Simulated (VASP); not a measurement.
# Al3GaN4 (R3m) in VASP: further runs

The runs below take Al3GaN4 through single point, with PBEsol.

Program: VASP 6.6.1. These are calculated values, not measurements. Logs are shortened: lines on timing, memory, paths and dates and some standing lists are left out, and cuts for length are marked.

## (1) The cell of the first run

The structure is trigonal, space group R3m (No. 160). Conventional cell: a = 6.232 Å, b = 6.232 Å, c = 7.633 Å, α = 90.00°, β = 90.00°, γ = 120.00°. Al (site symmetry m) has 4 N at 1.90 Å within 2.5 Å. Within 2.6 Å of Ga (site symmetry 3m) lie 4 N at 1.92 to 1.96 Å. Within 2.5 Å of N (site symmetry m) lie 3 Al at 1.90 Å and 1 Ga at 1.96 Å. Within 2.5 Å of N (site symmetry 3m) lie 3 Al at 1.90 Å and 1 Ga at 1.92 Å.

## (2) Single point, PBEsol (all Ga atoms moved +0.025 Å, as atom 4 along Cartesian [1 1 1])

INCAR

```
SYSTEM = Al3GaN4
PREC = Accurate ; ENCUT = 520
EDIFF = 1E-6 ; ISMEAR = 0
SIGMA = 0.05 ; LREAL = .False.
LASPH = .True. ; NELM = 60
ALGO = Normal ; ISIF = 2
LWAVE = .False. ; LCHARG = .False.
GGA = PS ; NBANDS = 31
```

KPOINTS

```
regular mesh
0
Gamma
  6 6 6
  0 0 0
```

POSCAR

```
Al3GaN4
1.0
    4.4069948390      0.0000000000      0.0000000000
    0.0000000000      4.4069948390      0.0000000000
    0.0000000000      0.0000000000      4.4069948390
Al Ga N
3 1 4
Direct
    0.5000000000      0.5000000000      0.0000000000
    0.5000000000      0.0000000000      0.5000000000
    0.0000000000      0.5000000000      0.5000000000
    0.0032751926      0.0032751926      0.0032751926
    0.7447077168      0.7447077168      0.2552922832
    0.7447077168      0.2552922832      0.7447077168
    0.2552922832      0.7447077168      0.7447077168
    0.2552922832      0.2552922832      0.2552922832
```

Potentials or basis: VASP PAW PBE potentials, release 64 (Al, Ga_d, N).

Run with:

```sh
$ cat potpaw_PBE.64/Al/POTCAR potpaw_PBE.64/Ga_d/POTCAR potpaw_PBE.64/N/POTCAR > POTCAR
$ mpirun -np 1 vasp_std > vasp.out
```

OUTCAR:

```text
SYSTEM = Al3GaN4
   PREC = Accurate
   ENCUT = 520
   EDIFF = 1E-6
   ISMEAR = 0
   LREAL = .False.
   LASPH = .True.
   NELM = 60
   ISIF = 2
   GGA = PS

 ion  position               nearest neighbor table
   1  0.500  0.500  0.000-   5 1.90   6 1.90   7 1.90   8 1.90   4 3.10   3 3.12   2 3.12   2 3.12
                             3 3.12   2 3.12   2 3.12   3 3.12   3 3.12   4 3.12   4 3.12   4 3.14
   2  0.500  0.000  0.500-   5 1.90   6 1.90   7 1.90   8 1.90   4 3.10   3 3.12   1 3.12   1 3.12
                             1 3.12   3 3.12   1 3.12   3 3.12   3 3.12   4 3.12   4 3.12   4 3.14
   3  0.000  0.500  0.500-   5 1.90   6 1.90   7 1.90   8 1.90   4 3.10   2 3.12   1 3.12   1 3.12
                             2 3.12   1 3.12   2 3.12   1 3.12   2 3.12   4 3.12   4 3.12   4 3.14
   4  0.003  0.003  0.003-   8 1.92   6 1.96   7 1.96   5 1.96   2 3.10   3 3.10   1 3.10   2 3.12
                             3 3.12   1 3.12   3 3.12   1 3.12   2 3.12   3 3.14   2 3.14   1 3.14
   5  0.745  0.745  0.255-   1 1.90   2 1.90   3 1.90   4 1.96
   6  0.745  0.255  0.745-   1 1.90   2 1.90   3 1.90   4 1.96
   7  0.255  0.745  0.745-   1 1.90   2 1.90   3 1.90   4 1.96
   8  0.255  0.255  0.255-   1 1.90   2 1.90   3 1.90   4 1.92

  LATTYP: Found a simple cubic cell.
 ALAT       =     4.4069948390

  Lattice vectors:

 A1 = (   4.4069948390,   0.0000000000,   0.0000000000)
 A2 = (   0.0000000000,   4.4069948390,   0.0000000000)
 A3 = (   0.0000000000,   0.0000000000,   4.4069948390)

Analysis of symmetry for initial positions (statically):
=====================================================================
 Subroutine PRICEL returns:
 Original cell was already a primitive cell.

 Routine SETGRP: Setting up the symmetry group for a
 simple cubic supercell.

 Subroutine GETGRP returns: Found  6 space group operations
 (whereof  6 operations were pure point group operations)
 out of a pool of 48 trial point group operations.

The static configuration has the point symmetry C_3v.

Analysis of symmetry for dynamics (positions and initial velocities):
=====================================================================
 Subroutine PRICEL returns:
 Original cell was already a primitive cell.

 Routine SETGRP: Setting up the symmetry group for a
 simple cubic supercell.

 Subroutine GETGRP returns: Found  6 space group operations
 (whereof  6 operations were pure point group operations)
 out of a pool of 48 trial point group operations.

The dynamic configuration has the point symmetry C_3v.

 Subroutine INISYM returns: Found  6 space group operations
 (whereof  6 operations are pure point group operations),
 and found     1 'primitive' translations

----------------------------------------------------------------------------------------

                                     Primitive cell

  volume of cell :      85.5909

  direct lattice vectors                    reciprocal lattice vectors
     4.406994839  0.000000000  0.000000000     0.226911997  0.000000000  0.000000000
     0.000000000  4.406994839  0.000000000     0.000000000  0.226911997  0.000000000
     0.000000000  0.000000000  4.406994839     0.000000000  0.000000000  0.226911997

  length of vectors
     4.406994839  4.406994839  4.406994839     0.226911997  0.226911997  0.226911997

  position of ions in fractional coordinates (direct lattice)
     0.500000000  0.500000000  0.000000000
     0.500000000  0.000000000  0.500000000
     0.000000000  0.500000000  0.500000000
     0.003275193  0.003275193  0.003275193
     0.744707717  0.744707717  0.255292283
     0.744707717  0.255292283  0.744707717
     0.255292283  0.744707717  0.744707717
     0.255292283  0.255292283  0.255292283

  ion indices of the primitive-cell ions
   primitive index   ion index
                 1           1
                 2           2
                 3           3
                 4           4
                 5           5
                 6           6
                 7           7
                 8           8

----------------------------------------------------------------------------------------

 KPOINTS: regular mesh

Automatic generation of k-mesh.
 Grid dimensions read from file:
 generate k-points for:    6    6    6

 Generating k-lattice:

  Cartesian coordinates                     Fractional coordinates (reciprocal lattice)
     0.037818666  0.000000000  0.000000000     0.166666667  0.000000000  0.000000000
     0.000000000  0.037818666  0.000000000     0.000000000  0.166666667  0.000000000
     0.000000000  0.000000000  0.037818666     0.000000000  0.000000000  0.166666667

  Length of vectors
     0.037818666  0.037818666  0.037818666

  Shift w.r.t. Gamma in fractional coordinates (k-lattice)
     0.000000000  0.000000000  0.000000000

 Subroutine IBZKPT returns following result:
 ===========================================

 Found     32 irreducible k-points:

 Following reciprocal coordinates:
            Coordinates               Weight
  0.000000  0.000000  0.000000      1.000000
  0.166667  0.000000  0.000000      6.000000
  0.333333  0.000000  0.000000      6.000000
  0.500000  0.000000  0.000000      3.000000
  0.166667  0.166667  0.000000      6.000000
 -0.166667  0.166667  0.000000      6.000000
[... 16 lines left out ...]
 -0.166667  0.333333  0.333333      6.000000
  0.500000  0.333333  0.166667     12.000000
 [... further k-points ...]
   k-points           NKPTS =     32   k-points in BZ     NKDIM =     32   number of bands    NBANDS=     31
   number of dos      NEDOS =    301   number of ions     NIONS =      8
   total plane-waves  NPLWV =  46656
   dimension x,y,z NGX =    36 NGY =   36 NGZ =   36
   dimension x,y,z NGXF=    72 NGYF=   72 NGZF=   72
   ions per type =               3   1   4
   NGX,Y,Z   is equivalent  to a cutoff of  13.58, 13.58, 13.58 a.u.
   NGXF,Y,Z  is equivalent  to a cutoff of  27.16, 27.16, 27.16 a.u.
 SYSTEM =  Al3GaN4
   PREC   = accura    normal or accurate (medium, high low for compatibility)
   ISTART =      0    job   : 0-new  1-cont  2-samecut
   ICHARG =      2    charge: 1-file 2-atom 10-const
   ISPIN  =      1    spin polarized calculation?
   LNONCOLLINEAR =      F non collinear calculations
   LSORBIT =      F    spin-orbit coupling
   LASPH  =      T    aspherical Exc in radial PAW
   ENCUT  =  520.0 eV  38.22 Ry    6.18 a.u.   8.19  8.19  8.19*2*pi/ulx,y,z
   NELM   =     60;   NELMIN=  2; NELMDL= -5     # of ELM steps
   EDIFF  = 0.1E-05   stopping-criterion for ELM
   LREAL  =      F    real-space projection
[... 7 lines left out ...]
   TEBEG  =    0.0;   TEEND  =   0.0 temperature during run
   PSTRESS=    0.0 pullay stress
   NELECT =      42.0000    total number of electrons
   NUPDOWN=      -1.0000    fix difference up-down
   EMIN   =  10.00;   EMAX   =-10.00  energy-range for DOS
   EFERMI =   0.00;   METHOD = LEGACY
   ISMEAR =     0;   SIGMA  =   0.05  broadening in eV -4-tet -1-fermi 0-gaus
   EFERMI_NEDOS =   21; number of points for ismear=-14 and -15
   IALGO  =     38    algorithm
   IMIX   =      4    mixing-type and parameters
     AMIX     =   0.40;   BMIX     =  1.00
     AMIX_MAG =   1.60;   BMIX_MAG =  1.00
  volume/ion in A,a.u.               =      10.70        72.20
  Fermi-wavevector in a.u.,A,eV,Ry     =   1.291265  2.440137 22.685883  1.667365
  Thomas-Fermi vector in A             =   2.423046
   LORBIT       =      0    0 simple, 1 ext, 2 COOP (PROOUT), +10 PAW based schemes
   GGA     = PS    functional components
   LHFCALC =     F    Hartree Fock is set to
   AEXX    =    0.0000 exact exchange contribution
   IVDW    =     0    specifies the selected vdW correction
   LEPSILON=     F    determine dielectric tensor
   LRPA    =     F    only Hartree local field effects (RPA)
 non-spin polarized calculation
 Gauss-broadening in eV      SIGMA  =   0.05
  energy-cutoff  :      520.00
  volume of cell :       85.59
 maximum number of plane-waves:      2325
 NGX is ok and might be reduce to    36
   NGX = 17   NGY = 17   NGZ = 17

 number of electron      42.0000005 magnetization

 Free energy of the ion-electron system (eV)
  ---------------------------------------------------
  ext. energy  EPLUGINS =         0.00000000
  ---------------------------------------------------
  free energy    TOTEN  =       -59.94536818 eV

  energy without entropy =      -59.94536818  energy(sigma->0) =      -59.94536818

 E-fermi :   5.9291     XC(G=0): -11.3282

 val. band max:        5.6291371315   @ k =   0.0000   0.0000   0.0000
 cond. band min:       8.8954742537   @ k =   0.0000   0.0000   0.0000
 fundamental gap:      3.2663371222
 Fermi energy:         5.9291236096

 k-point     1 :       0.0000    0.0000    0.0000
  band No.  band energies     occupation
      1      -9.5404      2.00000
      2      -7.8364      2.00000
      3      -7.7524      2.00000
      4      -7.7524      2.00000
      5      -6.9935      2.00000
      6      -6.9935      2.00000
[... 23 lines left out ...]
     30      17.4455      0.00000
     31      17.4703      0.00000

 k-point     2 :       0.1667    0.0000    0.0000
  band No.  band energies     occupation
      1      -9.4127      2.00000
      2      -7.8693      2.00000
      3      -7.7839      2.00000
      4      -7.7600      2.00000
      5      -6.9921      2.00000
      6      -6.9887      2.00000
[... 23 lines left out ...]
     30      17.6380      0.00000
     31      17.6576      0.00000

 k-point     3 :       0.3333    0.0000    0.0000
  band No.  band energies     occupation
      1      -9.0551      2.00000
      2      -8.0751      2.00000
      3      -7.8194      2.00000
      4      -7.7747      2.00000
      5      -6.9893      2.00000
      6      -6.9751      2.00000
[... 23 lines left out ...]
     30      17.4311      0.00000
     31      17.9579      0.00000

 k-point     4 :       0.5000    0.0000    0.0000
  band No.  band energies     occupation
      1      -8.6397      2.00000
      2      -8.4377      2.00000
      3      -7.8291      2.00000
      4      -7.7818      2.00000
      5      -6.9878      2.00000
      6      -6.9579      2.00000
[... 23 lines left out ...]
     30      16.6903      0.00000
     31      16.9441      0.00000

 k-point     5 :       0.1667    0.1667    0.0000
  band No.  band energies     occupation
      1      -9.2901      2.00000
      2      -7.8722      2.00000
      3      -7.8317      2.00000
      4      -7.7698      2.00000
      5      -6.9889      2.00000
      6      -6.9857      2.00000
[... 23 lines left out ...]
     30      17.5664      0.00000
     31      17.6872      0.00000
[... 542 lines left out ...]
     30      16.4347      0.00000
     31      16.8077      0.00000

 k-point    22 :      -0.3333    0.3333    0.1667
  band No.  band energies     occupation
      1      -8.6015      2.00000
      2      -8.0746      2.00000
      3      -7.9552      2.00000
      4      -7.7311      2.00000
      5      -6.9735      2.00000
      6      -6.9664      2.00000
[... 23 lines left out ...]
     30      16.4423      0.00000
     31      16.8131      0.00000

 k-point    23 :      -0.1667    0.3333    0.3333
  band No.  band energies     occupation
      1      -8.6002      2.00000
      2      -8.0400      2.00000
      3      -8.0063      2.00000
      4      -7.7168      2.00000
      5      -6.9733      2.00000
      6      -6.9665      2.00000
[... 23 lines left out ...]
     30      16.4192      0.00000
     31      16.8143      0.00000

 k-point    24 :       0.5000    0.3333    0.1667
  band No.  band energies     occupation
      1      -8.3805      2.00000
      2      -8.1704      2.00000
      3      -7.9724      2.00000
      4      -7.7340      2.00000
      5      -6.9707      2.00000
      6      -6.9579      2.00000
[... 23 lines left out ...]
     30      16.3534      0.00000
     31      16.7765      0.00000

 [... further k-points ...]
[... 5 lines left out ...]
  --------------------------------------------------------------------------------------
  -------------------------------------------------------------------------------------
  Total       -0.0174440     -0.0174440     -0.0174440      0.1378819      0.1378819      0.1378819
  in kB       -0.3265349     -0.3265349     -0.3265349      2.5810136      2.5810136      2.5810136
  external PRESSURE =      -0.3265349 kB  Pullay stress =       0.0000000 kB

 VOLUME and BASIS-vectors are now :
 -----------------------------------------------------------------------------
  energy-cutoff  :      520.00
  volume of cell :       85.59
      direct lattice vectors                 reciprocal lattice vectors
     4.406994839  0.000000000  0.000000000     0.226911997  0.000000000  0.000000000
     0.000000000  4.406994839  0.000000000     0.000000000  0.226911997  0.000000000
     0.000000000  0.000000000  4.406994839     0.000000000  0.000000000  0.226911997

 POSITION                                       TOTAL-FORCE (eV/Angst)
 -----------------------------------------------------------------------------------
      2.20350      2.20350      0.00000         0.066911      0.066911     -0.048455
      2.20350      0.00000      2.20350         0.066911     -0.048455      0.066911
      0.00000      2.20350      2.20350        -0.048455      0.066911      0.066911
      0.01443      0.01443      0.01443        -0.268681     -0.268681     -0.268681
      3.28192      3.28192      1.12507         0.047712      0.047712     -0.024245
      3.28192      1.12507      3.28192         0.047712     -0.024245      0.047712
      1.12507      3.28192      3.28192        -0.024245      0.047712      0.047712
      1.12507      1.12507      1.12507         0.112137      0.112137      0.112137
 -----------------------------------------------------------------------------------
    total drift:                                0.000201      0.000201      0.000219

  FREE ENERGIE OF THE ION-ELECTRON SYSTEM (eV)
  ---------------------------------------------------
  free  energy   TOTEN  =       -59.9453681782 eV

  energy  without entropy=      -59.9453681782  energy(sigma->0) =      -59.94536818
```

It took 88 s on 1 thread of AMD EPYC 7R43 (Zen 3), shared host; peak memory 0.21 GiB.

What came out:

```
Free energy            : -59.9454 eV
Pressure               : 0.0 GPa
Largest force          : 0.465 eV/Å
Band gap on the k mesh : 3.27 eV, direct
```

Forces in eV/Å, atoms in the order of the input:
```
Al   0.067  0.067 -0.048
Al   0.067 -0.048  0.067
Al  -0.048  0.067  0.067
Ga  -0.269 -0.269 -0.269
N    0.048  0.048 -0.024
N    0.048 -0.024  0.048
N   -0.024  0.048  0.048
N    0.112  0.112  0.112
```

Levels at points of the mesh, in eV from the valence-band top:
```
           k point  band 19  band 20  band 21  band 22  band 23  band 24
(0.00, 0.00, 0.00)    -0.03     0.00     0.00     3.27     3.27     3.36
(0.50, 0.00, 0.00)    -1.21    -0.98    -0.92     5.50     5.58     6.01
(0.50, 0.50, 0.00)    -0.58    -0.56    -0.51     7.27     7.43     7.48
(0.50, 0.50, 0.50)    -0.46    -0.36    -0.36     5.45     6.90     6.91
```

Caveat: the cell differs from its parent crystal (all Ga atoms moved +0.025 Å, as atom 4 along Cartesian [1 1 1]); the PAW data sets were made with another functional, which shifts forces and pressure a little.

[end of part 1 of 3]
